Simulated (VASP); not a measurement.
# B (P6_3/mmc) in VASP: a series of runs

B is run at these levels: LDA; tasks: single point.

Everything below comes from runs of VASP 6.6.1. Logs are shortened: lines on timing, memory, paths and dates and some standing lists are left out, and cuts for length are marked.

**1. The cell of the first run**

It takes space group P6_3/mmc (No. 194, hexagonal). The conventional cell has a = 1.696 Å, b = 1.696 Å, c = 13.872 Å, α = 90.00°, β = 90.00°, γ = 120.00°. Within 2.3 Å of B (site symmetry -3m) lie 6 B at 1.70 Å. B (site symmetry -6m2) has 6 B at 1.70 Å within 2.3 Å.

**2. Single point, LDA**

Input file INCAR:

```
SYSTEM = B
  PREC = Accurate
  ENCUT = 520
  EDIFF = 1E-6
  ISMEAR = -1
  SIGMA = 0.1
  LREAL = .False.
  LASPH = .True.
  NELM = 100
  ALGO = Normal
  ISIF = 2
  LWAVE = .False.
  LCHARG = .False.
  GGA = CA
  NBANDS = 14
```

Input file KPOINTS:

```
Automatic mesh
0
Gamma
  24 24 3
  0 0 0
```

Input file POSCAR:

```
B
1.0
    1.6962230524      0.0000000000      0.0000000000
   -0.8481115262      1.4689722538      0.0000000000
    0.0000000000      0.0000000000     13.8723875565
B
4
Direct
    0.0000000000      1.0000000000      0.0000000000
    0.0000000000      0.0000000000      0.5000000000
    0.3333333333      0.6666666667      0.2500000000
    0.6666666667      0.3333333333      0.7500000000
```

Potentials or basis: VASP PAW LDA potentials, release 64 (B).

On the command line:

```console
$ cat potpaw_LDA.64/B/POTCAR > POTCAR
$ mpirun -np 1 vasp_std > vasp.out
```

OUTCAR:

```text
SYSTEM = B
   PREC = Accurate
   ENCUT = 520
   EDIFF = 1E-6
   ISMEAR = -1
   LREAL = .False.
   LASPH = .True.
   NELM = 100
   ISIF = 2
   GGA = CA

 ion  position               nearest neighbor table
   1  0.000  0.000  0.000-
   2  0.000  0.000  0.500-
   3  0.333  0.667  0.250-
   4  0.667  0.333  0.750-

  LATTYP: Found a hexagonal cell.
 ALAT       =     1.6962230524
 C/A-ratio  =     8.1783981988

  Lattice vectors:

 A1 = (   1.6962230524,   0.0000000000,   0.0000000000)
 A2 = (  -0.8481115262,   1.4689722538,   0.0000000000)
 A3 = (   0.0000000000,   0.0000000000,  13.8723875565)

Analysis of symmetry for initial positions (statically):
=====================================================================
 Subroutine PRICEL returns:
 Original cell was already a primitive cell.

 Routine SETGRP: Setting up the symmetry group for a
 hexagonal supercell.

 Subroutine GETGRP returns: Found 24 space group operations
 (whereof 12 operations were pure point group operations)
 out of a pool of 24 trial point group operations.

The static configuration has the point symmetry D_3d.
 The point group associated with its full space group is D_6h.

Analysis of symmetry for dynamics (positions and initial velocities):
=====================================================================
 Subroutine PRICEL returns:
 Original cell was already a primitive cell.

 Routine SETGRP: Setting up the symmetry group for a
 hexagonal supercell.

 Subroutine GETGRP returns: Found 24 space group operations
 (whereof 12 operations were pure point group operations)
 out of a pool of 24 trial point group operations.

The dynamic configuration has the point symmetry D_3d.
 The point group associated with its full space group is D_6h.

 Subroutine INISYM returns: Found 24 space group operations
 (whereof 12 operations are pure point group operations),
 and found     1 'primitive' translations

----------------------------------------------------------------------------------------

                                     Primitive cell

  volume of cell :      34.5659

  direct lattice vectors                    reciprocal lattice vectors
     1.696223052  0.000000000  0.000000000     0.589545106  0.340374026  0.000000000
    -0.848111526  1.468972254  0.000000000     0.000000000  0.680748052  0.000000000
     0.000000000  0.000000000 13.872387556     0.000000000  0.000000000  0.072085645

  length of vectors
     1.696223052  1.696223052 13.872387556     0.680748052  0.680748052  0.072085645

  position of ions in fractional coordinates (direct lattice)
     0.000000000  0.000000000  0.000000000
     0.000000000  0.000000000  0.500000000
     0.333333333  0.666666667  0.250000000
     0.666666667  0.333333333  0.750000000

  ion indices of the primitive-cell ions
   primitive index   ion index
                 1           1
                 2           2
                 3           3
                 4           4

----------------------------------------------------------------------------------------

 KPOINTS: Automatic mesh

Automatic generation of k-mesh.
 Grid dimensions read from file:
 generate k-points for:   24   24    3

 Generating k-lattice:

  Cartesian coordinates                     Fractional coordinates (reciprocal lattice)
     0.024564379  0.014182251  0.000000000     0.041666667  0.000000000  0.000000000
     0.000000000  0.028364502  0.000000000     0.000000000  0.041666667  0.000000000
     0.000000000  0.000000000  0.024028548     0.000000000  0.000000000  0.333333333

  Length of vectors
     0.028364502  0.028364502  0.024028548

  Shift w.r.t. Gamma in fractional coordinates (k-lattice)
     0.000000000  0.000000000  0.000000000

 Subroutine IBZKPT returns following result:
 ===========================================

 Found    122 irreducible k-points:

 Following reciprocal coordinates:
            Coordinates               Weight
  0.000000  0.000000  0.000000      1.000000
  0.041667  0.000000  0.000000      6.000000
  0.083333  0.000000  0.000000      6.000000
  0.125000  0.000000  0.000000      6.000000
  0.166667  0.000000  0.000000      6.000000
  0.208333 -0.000000  0.000000      6.000000
[... 16 lines left out ...]
  0.416667  0.041667  0.000000     12.000000
  0.458333  0.041667  0.000000     12.000000
 [... further k-points ...]
   k-points           NKPTS =    122   k-points in BZ     NKDIM =    122   number of bands    NBANDS=     14
   number of dos      NEDOS =    301   number of ions     NIONS =      4
   total plane-waves  NPLWV =  21168
   dimension x,y,z NGX =    14 NGY =   14 NGZ =  108
   dimension x,y,z NGXF=    28 NGYF=   28 NGZF=  216
   ions per type =               4
   NGX,Y,Z   is equivalent  to a cutoff of  13.72, 13.72, 12.94 a.u.
   NGXF,Y,Z  is equivalent  to a cutoff of  27.44, 27.44, 25.89 a.u.
 SYSTEM =  B
   PREC   = accura    normal or accurate (medium, high low for compatibility)
   ISTART =      0    job   : 0-new  1-cont  2-samecut
   ICHARG =      2    charge: 1-file 2-atom 10-const
   ISPIN  =      1    spin polarized calculation?
   LNONCOLLINEAR =      F non collinear calculations
   LSORBIT =      F    spin-orbit coupling
   LASPH  =      T    aspherical Exc in radial PAW
   ENCUT  =  520.0 eV  38.22 Ry    6.18 a.u.   3.15  3.15 25.79*2*pi/ulx,y,z
   NELM   =    100;   NELMIN=  2; NELMDL= -5     # of ELM steps
   EDIFF  = 0.1E-05   stopping-criterion for ELM
   LREAL  =      F    real-space projection
   EDIFFG = 0.1E-04   stopping-criterion for IOM
   NSW    =      0    number of steps for IOM
   IBRION =     -1    ionic relax: 0-MD 1-quasi-New 2-CG
   NFREE  =      0    steps in history (QN), initial steepest desc. (CG)
   ISIF   =      2    stress and relaxation
   ISYM   =      2    0-nonsym 1-usesym 2-fastsym
   POTIM  = 0.5000    time-step for ionic-motion
   TEBEG  =    0.0;   TEEND  =   0.0 temperature during run
   PSTRESS=    0.0 pullay stress
   NELECT =      12.0000    total number of electrons
   NUPDOWN=      -1.0000    fix difference up-down
   EMIN   =  10.00;   EMAX   =-10.00  energy-range for DOS
   EFERMI =   0.00;   METHOD = LEGACY
   ISMEAR =    -1;   SIGMA  =   0.10  broadening in eV -4-tet -1-fermi 0-gaus
   EFERMI_NEDOS =   21; number of points for ismear=-14 and -15
   IALGO  =     38    algorithm
   IMIX   =      4    mixing-type and parameters
     AMIX     =   0.40;   BMIX     =  1.00
     AMIX_MAG =   1.60;   BMIX_MAG =  1.00
  volume/ion in A,a.u.               =       8.64        58.32
  Fermi-wavevector in a.u.,A,eV,Ry     =   1.150587  2.174293 18.012067  1.323850
  Thomas-Fermi vector in A             =   2.287250
   LORBIT       =      0    0 simple, 1 ext, 2 COOP (PROOUT), +10 PAW based schemes
   GGA     = CA    functional components
   LHFCALC =     F    Hartree Fock is set to
   AEXX    =    0.0000 exact exchange contribution
   IVDW    =     0    specifies the selected vdW correction
   LEPSILON=     F    determine dielectric tensor
   LRPA    =     F    only Hartree local field effects (RPA)
 non-spin polarized calculation
  energy-cutoff  :      520.00
  volume of cell :       34.57
 maximum number of plane-waves:       957
 NGX is ok and might be reduce to    14
   NGX =  7   NGY =  7   NGZ = 51

 number of electron      12.0000000 magnetization

 Free energy of the ion-electron system (eV)
  ---------------------------------------------------
  ext. energy  EPLUGINS =         0.00000000
  ---------------------------------------------------
  free energy    TOTEN  =       -27.01088046 eV

  energy without entropy =      -26.98079332  energy(sigma->0) =      -26.99583689

 E-fermi :   5.8331     XC(G=0): -10.6264

 val. band max:        5.7288742415   @ k =   0.3333   0.0000   0.3333
 cond. band min:       5.8769736656   @ k =   0.2917   0.1250   0.0000
 fundamental gap:      0.1480994241
 Fermi energy:         5.8331484900

 k-point     1 :       0.0000    0.0000    0.0000
  band No.  band energies     occupation
      1     -11.3679      2.00000
      2     -11.1461      2.00000
      3     -11.1460      2.00000
      4     -10.8939      2.00000
      5      -3.1580      2.00000
      6      -2.0696      2.00000
      7      -2.0696      2.00000
      8      -0.6944      2.00000
      9       8.2474      0.00000
     10      11.2537      0.00000
     11      11.2538      0.00000
     12      15.7685      0.00000
     13      21.2615      0.00000
     14      27.4853      0.00000

 k-point     2 :       0.0417    0.0000    0.0000
  band No.  band energies     occupation
      1     -11.2878      2.00000
      2     -11.0676      2.00000
      3     -11.0675      2.00000
      4     -10.8174      2.00000
      5      -3.0410      2.00000
      6      -1.9543      2.00000
      7      -1.9543      2.00000
      8      -0.5798      2.00000
      9       8.3436      0.00000
     10      11.3510      0.00000
     11      11.3510      0.00000
     12      15.8793      0.00000
     13      21.2822      0.00000
     14      27.4206      0.00000

 k-point     3 :       0.0833    0.0000    0.0000
  band No.  band energies     occupation
      1     -11.0480      2.00000
      2     -10.8324      2.00000
      3     -10.8323      2.00000
      4     -10.5883      2.00000
      5      -2.6902      2.00000
      6      -1.6088      2.00000
      7      -1.6088      2.00000
      8      -0.2362      2.00000
      9       8.6310      0.00000
     10      11.6408      0.00000
     11      11.6408      0.00000
     12      16.2106      0.00000
     13      21.3197      0.00000
     14      27.0903      0.00000

 k-point     4 :       0.1250    0.0000    0.0000
  band No.  band energies     occupation
      1     -10.6499      2.00000
      2     -10.4417      2.00000
      3     -10.4416      2.00000
      4     -10.2075      2.00000
      5      -2.1064      2.00000
      6      -1.0340      2.00000
      7      -1.0339      2.00000
      8       0.3352      2.00000
      9       9.1056      0.00000
     10      12.1158      0.00000
     11      12.1158      0.00000
     12      16.7590      0.00000
     13      21.2764      0.00000
     14      26.1357      0.00000

 k-point     5 :       0.1667    0.0000    0.0000
  band No.  band energies     occupation
      1     -10.0960      2.00000
      2      -9.8982      2.00000
      3      -9.8981      2.00000
      4      -9.6772      2.00000
      5      -1.2910      2.00000
      6      -0.2312      2.00000
      7      -0.2312      2.00000
      8       1.1319      2.00000
      9       9.7564      0.00000
     10      12.7570      0.00000
     11      12.7570      0.00000
[... 276 lines left out ...]
 k-point    22 :       0.3750    0.0417    0.0000
  band No.  band energies     occupation
      1      -4.7365      2.00000
      2      -4.6411      2.00000
      3      -4.6410      2.00000
      4      -4.5412      2.00000
      5       7.1497      0.00000
      6       7.9431      0.00000
      7       7.9432      0.00000
      8       9.1567      0.00000
      9       9.7512      0.00000
     10      10.1150      0.00000
     11      10.1349      0.00000
     12      10.2386      0.00000
     13      19.0394      0.00000
     14      20.5670      0.00000

 k-point    23 :       0.4167    0.0417    0.0000
  band No.  band energies     occupation
      1      -3.7334      2.00000
      2      -3.6675      2.00000
      3      -3.6673      2.00000
      4      -3.5996      2.00000
      5       8.2559      0.00000
      6       8.3554      0.00000
      7       8.3804      0.00000
      8       8.5924      0.00000
      9       9.1479      0.00000
     10      10.0118      0.00000
     11      10.0150      0.00000
     12      10.8252      0.00000
     13      19.6662      0.00000
     14      20.1465      0.00000

 k-point    24 :       0.4583    0.0417    0.0000
  band No.  band energies     occupation
      1      -3.0917      2.00000
      2      -3.0575      2.00000
      3      -3.0574      2.00000
      4      -3.0226      2.00000
      5       7.3652      0.00000
      6       7.4986      0.00000
      7       7.5087      0.00000
      8       7.6651      0.00000
      9      10.8545      0.00000
     10      11.3453      0.00000
     11      11.3651      0.00000
     12      11.8247      0.00000
     13      18.1137      0.00000
     14      18.7587      0.00000

 [... further k-points ...]

------------------------ aborting loop because EDIFF is reached ----------------------------------------

  FORCE on cell =-STRESS in cart. coord.  units (eV):
  Direction    XX          YY          ZZ          XY          YZ          ZX
  --------------------------------------------------------------------------------------
  -------------------------------------------------------------------------------------
  Total       -0.0726104     -0.0726104     -0.1383449      0.0000000      0.0000000      0.0000000
  in kB       -3.3655911     -3.3655911     -6.4124770      0.0000000      0.0000000      0.0000000
  external PRESSURE =      -4.3812197 kB  Pullay stress =       0.0000000 kB

 VOLUME and BASIS-vectors are now :
 -----------------------------------------------------------------------------
  energy-cutoff  :      520.00
  volume of cell :       34.57
      direct lattice vectors                 reciprocal lattice vectors
     1.696223052  0.000000000  0.000000000     0.589545106  0.340374026  0.000000000
    -0.848111526  1.468972254  0.000000000     0.000000000  0.680748052  0.000000000
     0.000000000  0.000000000 13.872387556     0.000000000  0.000000000  0.072085645

 POSITION                                       TOTAL-FORCE (eV/Angst)
 -----------------------------------------------------------------------------------
      0.00000      0.00000      0.00000         0.000000      0.000000     -0.000000
      0.00000      0.00000      6.93619         0.000000      0.000000     -0.000000
     -0.00000      0.97931      3.46810        -0.000000      0.000000      0.000000
      0.84811      0.48966     10.40429         0.000000     -0.000000      0.000000
 -----------------------------------------------------------------------------------
    total drift:                               -0.000000      0.000000      0.000000

  FREE ENERGIE OF THE ION-ELECTRON SYSTEM (eV)
  ---------------------------------------------------
  free  energy   TOTEN  =       -27.0108804554 eV

  energy  without entropy=      -26.9807933235  energy(sigma->0) =      -26.99583689
```

Run time: 30 s. Hardware: 1 thread of AMD EPYC 9R45 (Zen 5), shared host; peak memory 0.13 GiB.

What came out:

```
Free energy            : -27.0109 eV
Pressure               : -0.4 GPa
Band gap on the k mesh : zero (band 6 reaches 9.19 eV, above the bottom of band 7 at -2.07 eV)
```

Stress tensor (GPa, compression positive):
```
-0.34  0.00  0.00
 0.00 -0.34  0.00
 0.00  0.00 -0.64
```

[end of part 1 of 3]
